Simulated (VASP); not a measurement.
Here is a VASP 6.6.1 calculation.

File INCAR:

```
ALGO = Normal
EDIFF = 1E-7
ENCUT = 520
GGA = PE
ISIF = 2
ISMEAR = -1
LASPH = T
LCHARG = F
LREAL = F
LWAVE = F
NBANDS = 31
NELM = 80
PREC = Accurate
SIGMA = 0.05
```

Contents of KPOINTS:

```
k-points
0
Gamma
  6 6 4
```

POSCAR

```
Zn2CdN2
1.0
    3.4684690700      0.0000000000      0.0000000000
   -1.7342345400      3.0037823300      0.0000000000
    0.0000000000      0.0000000000      6.1113010200
Zn Cd N
2 1 2
Direct
    0.6666666700      0.3333333300      0.1481300000
    0.3333333300      0.6666666700      0.8518700000
    0.0000000000      0.0000000000      0.5000000000
    0.6666666700      0.3333333300      0.7660630000
    0.3333333300      0.6666666700      0.2339370000
```

Potentials or basis: VASP PAW PBE potentials, release 64 (Zn, Cd, N).

Command:

```sh
$ cat potpaw_PBE.64/Zn/POTCAR potpaw_PBE.64/Cd/POTCAR potpaw_PBE.64/N/POTCAR > POTCAR
$ mpirun -np 1 vasp_std > vasp.out
```

(1) Estimate the largest force.

(2) Predict the band gap on the k mesh.

Answers

(1) 0.007 eV/Å.

(2) zero (bands 23 and 24 overlap by 0.22 eV).
